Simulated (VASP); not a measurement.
# Hf2Si (I4/mcm) in VASP: electric field gradients with r2SCAN

Aim: the electric field gradients of Hf2Si with r2SCAN.

Everything below comes from runs of VASP 6.6.1. Logs are shortened: lines on timing, memory, paths and dates and some standing lists are left out, and cuts for length are marked.

## (1) The cell of the first run

It takes space group I4/mcm (No. 140, tetragonal). Conventional cell: a = 6.551 Å, b = 6.551 Å, c = 5.166 Å, α = 90.00°, β = 90.00°, γ = 90.00°. Hf (site symmetry m2m) has 4 Si at 2.79 Å and 11 Hf at 2.90 to 3.50 Å within 3.7 Å. Si (site symmetry 422) has 2 Si at 2.58 Å and 8 Hf at 2.79 Å within 3.4 Å.

## (2) Electric field gradients, r2SCAN

File POSCAR:

```
Hf2Si
1.0
   -3.2753522240      3.2753522240      2.5828233930
    3.2753522240     -3.2753522240      2.5828233930
    3.2753522240      3.2753522240     -2.5828233930
Hf Si
4 2
Direct
    0.3435136200      0.1564863800      0.5000000000
    0.8435136200      0.3435136200      0.1870272400
    0.6564863800      0.8435136200      0.5000000000
    0.1564863800      0.6564863800      0.8129727600
    0.2500000000      0.2500000000      0.0000000000
    0.7500000000      0.7500000000      0.0000000000
```

File INCAR.step1:

```
SYSTEM = Hf2Si
  PREC = Accurate
  ENCUT = 520
  ISMEAR = -1
  SIGMA = 0.05
  LREAL = .FALSE.
  LASPH = .TRUE.
  NELM = 100
  NBANDS = 33
  GGA = PE
  ALGO = Normal
  EDIFF = 1E-4
  LWAVE = .TRUE.
  LCHARG = .FALSE.
```

File INCAR.step2:

```
SYSTEM = Hf2Si
  PREC = Accurate
  ENCUT = 520
  EDIFF = 1E-8
  ISMEAR = -1
  SIGMA = 0.05
  LREAL = .FALSE.
  LASPH = .TRUE.
  NELM = 100
  ALGO = Normal
  ISIF = 2
  LWAVE = .FALSE.
  LCHARG = .FALSE.
  METAGGA = R2SCAN
  LMIXTAU = .TRUE.
  LEFG = .TRUE.
  NBANDS = 33
  ISTART = 1
```

File KPOINTS:

```
regular mesh
0
G
  9 9 9
  0 0 0
```

Potentials or basis: VASP PAW PBE potentials, release 64 (Hf_pv, Si).

Command:

```
> cat potpaw_PBE.64/Hf_pv/POTCAR potpaw_PBE.64/Si/POTCAR > POTCAR
> cp INCAR.step1 INCAR
> mpirun -np 1 vasp_std > vasp.out
> cp INCAR.step2 INCAR
> mpirun -np 1 vasp_std > vasp.out
```

OUTCAR:

```text
SYSTEM = Hf2Si
   PREC = Accurate
   ENCUT = 520
   EDIFF = 1E-8
   ISMEAR = -1
   LREAL = .FALSE.
   LASPH = .TRUE.
   NELM = 100
   ISIF = 2
   METAGGA = R2SCAN
   ISTART = 1

 ion  position               nearest neighbor table
   1  0.344  0.156  0.500-   6 2.79   5 2.79   5 2.79   6 2.79   3 2.90   3 3.11   3 3.11   4 3.30
                             2 3.30   4 3.30   2 3.30   4 3.50   2 3.50   2 3.50   4 3.50
   2  0.844  0.344  0.187-   5 2.79   6 2.79   6 2.79   5 2.79   4 2.90   4 3.11   4 3.11   1 3.30
                             3 3.30   3 3.30   1 3.30   1 3.50   3 3.50   1 3.50   3 3.50
   3  0.656  0.844  0.500-   5 2.79   6 2.79   6 2.79   5 2.79   1 2.90   1 3.11   1 3.11   4 3.30
                             2 3.30   4 3.30   2 3.30   4 3.50   2 3.50   4 3.50   2 3.50
   4  0.156  0.656  0.813-   5 2.79   6 2.79   6 2.79   5 2.79   2 2.90   2 3.11   2 3.11   1 3.30
                             3 3.30   3 3.30   1 3.30   1 3.50   3 3.50   1 3.50   3 3.50
   5  0.250  0.250  0.000-   6 2.58   6 2.58   2 2.79   4 2.79   4 2.79   2 2.79   1 2.79   1 2.79
                             3 2.79   3 2.79
   6  0.750  0.750  0.000-   5 2.58   5 2.58   2 2.79   4 2.79   4 2.79   2 2.79   3 2.79   1 2.79
                             1 2.79   3 2.79

  LATTYP: Found a body centered tetragonal cell.
 ALAT       =     6.5507044480
 C/A-ratio  =     0.7885635548

  Lattice vectors:

 A1 = (  -3.2753522240,   3.2753522240,   2.5828233930)
 A2 = (   3.2753522240,  -3.2753522240,   2.5828233930)
 A3 = (   3.2753522240,   3.2753522240,  -2.5828233930)

Analysis of symmetry for initial positions (statically):
=====================================================================
 Subroutine PRICEL returns:
 Original cell was already a primitive cell.

 Routine SETGRP: Setting up the symmetry group for a
 body centered tetragonal supercell.

 Subroutine GETGRP returns: Found 16 space group operations
 (whereof  8 operations were pure point group operations)
 out of a pool of 16 trial point group operations.

The static configuration has the point symmetry C_4h.
 The point group associated with its full space group is D_4h.

Analysis of symmetry for dynamics (positions and initial velocities):
=====================================================================
 Subroutine PRICEL returns:
 Original cell was already a primitive cell.
[... 167 lines left out ...]
 cond. band min:       6.0447570244   @ k =  -0.4444  -0.4444   0.3333
 fundamental gap:      0.0287538720
 Fermi energy:         6.0422178665

 k-point     1 :       0.0000    0.0000    0.0000
  band No.  band energies     occupation
      1     -25.4448      2.00000
      2     -25.4368      2.00000
      3     -25.3084      2.00000
      4     -25.3084      2.00000
      5     -25.2785      2.00000
      6     -25.2785      2.00000
[... 853 lines left out ...]
     32      11.0535      0.00000
     33      11.1035      0.00000

 [... further k-points ...]
[... 5 lines left out ...]
  --------------------------------------------------------------------------------------
  -------------------------------------------------------------------------------------
  Total       -0.0759122     -0.0759122      0.0144763      0.0000000      0.0000000      0.0000000
  in kB       -1.0973658     -1.0973658      0.2092657      0.0000000      0.0000000      0.0000000
  external PRESSURE =      -0.6618220 kB  Pullay stress =       0.0000000 kB

 VOLUME and BASIS-vectors are now :
 -----------------------------------------------------------------------------
  energy-cutoff  :      520.00
  volume of cell :      110.83
      direct lattice vectors                 reciprocal lattice vectors
    -3.275352224  3.275352224  2.582823393     0.000000000  0.152655338  0.193586600
     3.275352224 -3.275352224  2.582823393     0.152655338  0.000000000  0.193586600
     3.275352224  3.275352224 -2.582823393     0.152655338  0.152655338  0.000000000

 POSITION                                       TOTAL-FORCE (eV/Angst)
 -----------------------------------------------------------------------------------
      1.02510      2.25026      0.00000         0.016568     -0.016568     -0.000000
     -1.02510      2.25026      2.58282        -0.016568     -0.016568      0.000000
      2.25026      1.02510      2.58282        -0.016568      0.016568     -0.000000
      4.30045      1.02510     -0.00000         0.016568      0.016568     -0.000000
      0.00000      0.00000      1.29141        -0.000000      0.000000     -0.000000
      0.00000      0.00000      3.87424        -0.000000      0.000000     -0.000000
 -----------------------------------------------------------------------------------
    total drift:                                0.000000     -0.000000     -0.000000

  FREE ENERGIE OF THE ION-ELECTRON SYSTEM (eV)
  ---------------------------------------------------
  free  energy   TOTEN  =      -202.9074578948 eV

  energy  without entropy=     -202.8893118292  energy(sigma->0) =     -202.89838486

 Electric field gradients (V/A^2)
---------------------------------------------------------------------
 ion       V_xx      V_yy      V_zz      V_xy      V_xz      V_yz
---------------------------------------------------------------------
   1      25.576    25.576   -51.151   -21.071     0.000     0.000
   2      25.576    25.576   -51.151    21.072     0.000     0.000
   3      25.576    25.576   -51.151   -21.071     0.000     0.000
   4      25.576    25.576   -51.151    21.072     0.000     0.000
   5     -21.272   -21.272    42.543     0.000     0.000     0.000
   6     -21.272   -21.272    42.543     0.000     0.000     0.000
---------------------------------------------------------------------

 Electric field gradients after diagonalization (V/A^2)
 (convention: |V_zz| > |V_xx| > |V_yy|)
----------------------------------------------------------------------
 ion       V_xx      V_yy      V_zz     asymmetry (V_yy - V_xx)/ V_zz
----------------------------------------------------------------------
   1      46.646     4.505   -51.151       0.824
   2      46.647     4.504   -51.151       0.824
   3      46.646     4.505   -51.151       0.824
   4      46.647     4.504   -51.151       0.824
   5     -21.272   -21.272    42.543       0.000
   6     -21.272   -21.272    42.543       0.000
----------------------------------------------------------------------

           NMR quadrupolar parameters

 Cq : quadrupolar parameter    Cq=e*Q*V_zz/h
 eta: asymmetry parameters     (V_yy - V_xx)/ V_zz
 Q  : nuclear electric quadrupole moment in mb (millibarn)
----------------------------------------------------------------------
 ion       Cq(MHz)       eta       Q (mb)
----------------------------------------------------------------------
   1      -0.124       0.824       1.000
   2      -0.124       0.824       1.000
   3      -0.124       0.824       1.000
   4      -0.124       0.824       1.000
   5       0.103       0.000       1.000
   6       0.103       0.000       1.000
----------------------------------------------------------------------
```

It took 34 min on 1 thread of AMD EPYC 7R13 (Zen 3), shared host; peak memory 0.37 GiB.

What came out:

```yaml
Free_energy: -202.9075 eV
Pressure: -0.1 GPa
Largest_force: 0.023 eV/Å
Band_gap_on_the_k_mesh: zero (band 24 reaches 6.72 eV, above the bottom of band 25 at 5.91 eV)
```

Forces on the atoms (eV/Å):
```
Hf   0.017 -0.017  0.000
Hf  -0.017 -0.017  0.000
Hf  -0.017  0.017  0.000
Hf   0.017  0.017  0.000
Si   0.000  0.000  0.000
Si   0.000  0.000  0.000
```

Stress tensor (GPa, compression positive):
```
-0.11  0.00  0.00
 0.00 -0.11  0.00
 0.00  0.00  0.02
```

Electric field gradients, principal values (V/Å²):
| atom | least | middle | greatest (by size) |
| --- | --- | --- | --- |
| 1 Hf | 4.505 | 46.646 | -51.151 |
| 2 Hf | 4.504 | 46.647 | -51.151 |
| 3 Hf | 4.505 | 46.646 | -51.151 |
| 4 Hf | 4.504 | 46.647 | -51.151 |
| 5 Si | -21.272 | -21.272 | 42.543 |
| 6 Si | -21.272 | -21.272 | 42.543 |

Caveat: without QUAD_EFG the Cq values of the log hold for a quadrupole moment of 1 mb, not for the nuclei; the PAW data sets were made with another functional, which shifts forces and pressure a little; spin-orbit coupling is left out, which moves the levels of the heavy elements.
